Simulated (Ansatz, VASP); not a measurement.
# One calculation of C, two programs

INCAR

```
PREC = Accurate ; ENCUT = 520
EDIFF = 1E-6 ; ISMEAR = -1
SIGMA = 0.08 ; LREAL = F
LASPH = T ; NELM = 60
ALGO = Normal ; ISIF = 2
LWAVE = F ; LCHARG = T
GGA = PS ; LELF = T
LVHAR = T ; NBANDS = 8
```

File KPOINTS:

```
regular mesh
0
Gamma
  22 22 22
```

The input POSCAR:

```
C
1.0
   -1.0870646944      1.0870646944      1.0870646944
    1.0870646944     -1.0870646944      1.0870646944
    1.0870646944      1.0870646944     -1.0870646944
C
1
Direct
    0.0000000000      0.0000000000      0.0000000000
```

Input for Ansatz:

```yaml
crystal:
  lattice:
    - [-1.0870646944, 1.0870646944, 1.0870646944]
    - [1.0870646944, -1.0870646944, 1.0870646944]
    - [1.0870646944, 1.0870646944, -1.0870646944]
  atoms:
    - { symbol: C, position: [0.0, 0.0, 0.0] }
kpoints:
  mp_grid: { grid: [22, 22, 22] }
  band_path:
    path:
      - [0.0, 0.0, 0.0]
      - [0.5, -0.5, 0.5]
      - [0.0, 0.0, 0.5]
      - [0.0, 0.0, 0.0]
      - [0.25, 0.25, 0.25]
      - [0.5, -0.5, 0.5]
      - [0.25, 0.25, 0.25]
      - [0.0, 0.0, 0.5]
    npoints: 8
scf:
  occupations: { method: fermi_dirac, width: 0.08 }
hamiltonian:
  xc: pbesol
  pseudopotentials: { kind: paw }
output:
  forces: true
  stress: true
  eigenvalues: true
  populations: true
  dos: { projected: true, de: 0.2, e_range: [-14, 8] }
```

Change from the starting cell: volume scaled by 0.8, PAW files.

Alike in both runs: task single point; functional PBEsol; k mesh 22 × 22 × 22; occupations fermi-dirac, width 0.08 eV; no spin polarisation.

|  | VASP | Ansatz |
| --- | --- | --- |
| version | VASP 6.6.1 | Ansatz 0.2.0 |
| potentials or method | VASP PAW PBE potentials, release 64 (C) | PAW with Ansatz's default frozen-core files, scalar-relativistic |
| plane-wave cutoff (eV) | 520 | 420 |
| valence electrons in the cell | 4 | 4 |

VASP gave:

* pressure (GPa): 75.5

**Question.** Estimate Ansatz's values.

**Answer.** Pressure (GPa): 74.8.

VASP's potentials were made for PBE, not for PBEsol. Both programs put the cell under a high pressure, so it lies far from rest at this level. With one functional, cell and mesh, what is left measures potentials, basis and numerics.

Noted on VASP's run: the cell as given lies far from equilibrium.
